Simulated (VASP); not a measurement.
# Cd7S: single point with PBE

Crystal: Cd7S.

```
Cd S
1.0
     3.66027    0.00000    0.00000
    -1.83013    3.16989    0.00000
     0.00000    0.00000   17.05665
Cd S
7 1
Direct
  0.66667 0.33333 0.91574
  0.00000 0.00000 0.14282
  0.00000 0.00000 0.65567
  0.33333 0.66667 0.78640
  0.33333 0.66667 0.26598
  0.00000 0.00000 0.39359
  0.33333 0.66667 0.52494
  0.00000 0.00000 0.99687
```

```
Program                : VASP 6.6.1
Task                   : single point
Functional             : PBE
Potentials or basis    : VASP PAW PBE potentials, release 64 (Cd, S)
Cutoff                 : 520 eV
k mesh                 : 5 × 5 × 1
Occupations            : gaussian, width 0.2 eV
Spin                   : no spin polarisation
Dipole correction      : no
Further INCAR settings : ALGO = Normal; EDIFF = 1e-07; NBANDS = 55
```

| Property | Result |
| --- | --- |
| Pressure | 0.3 GPa |
| Largest force | 0.057 eV/Å |
| Band gap on the k mesh | zero (band 45 reaches 2.78 eV, above the bottom of band 46 at 1.69 eV) |

Forces on the atoms (eV/Å):
```
Cd   0.000  0.000 -0.039
Cd   0.000  0.000  0.008
Cd   0.000  0.000  0.001
Cd   0.000  0.000 -0.035
Cd   0.000  0.000  0.000
Cd   0.000  0.000  0.002
Cd   0.000  0.000  0.006
S    0.000  0.000  0.057
```

Stress tensor (GPa, compression positive):
```
0.27 0.00 0.00
0.00 0.27 0.00
0.00 0.00 0.43
```

Levels at points of the mesh, in eV from the Fermi level:
| k point | band 41 | band 42 | band 43 | band 44 | band 45 | band 46 | band 47 | band 48 | band 49 | band 50 |
| --- | --- | --- | --- | --- | --- | --- | --- | --- | --- | --- |
| (0.00, 0.00, 0.00) | -3.38 | -3.22 | -0.38 | -0.31 | -0.31 | 1.44 | 4.41 | 4.81 | 6.77 | 7.39 |

It took 42 s on 1 thread of Intel(R) Xeon(R) 6975P-C (Granite Rapids), on a shared host, peak memory 0.3 GiB.

Caveat: the k points lie up to 0.40 Å⁻¹ apart.
